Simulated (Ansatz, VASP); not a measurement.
**Bi: VASP beside Ansatz**

```
Bi
1.0
     2.26366    1.30693    3.92843
    -2.26366    1.30693    3.92843
     0.00000   -2.61385    3.92843
Bi
2
Direct
  0.23531 0.23531 0.23531
  0.76469 0.76469 0.76469
```

Alike in both runs: task relaxation of cell and atoms; functional PBE; dispersion D3(BJ); k mesh 12 × 12 × 12; occupations gaussian, width 0.1 eV; no spin polarisation.

|  | VASP | Ansatz |
| --- | --- | --- |
| version | VASP 6.6.1 | Ansatz 0.2.0 |
| potentials or method | VASP PAW PBE potentials, release 64 (Bi_d), cutoff 600 eV | scalar-relativistic, plane waves, PAW |
| valence electrons in the cell | 30 | 30 |

```tsv
	VASP	Ansatz	Ansatz less VASP
gap on the k mesh at the Fermi level, each at its own relaxed structure (eV)	none	none	-
relaxed volume (Å³/atom)	34.58	34.58	+0.003
relaxed cell length with the largest relative difference (Å)	4.685	4.685	+0.0007
```

A gap of «none» marks a metal or a gap that the smearing closes.

Neither program's run includes spin-orbit coupling.
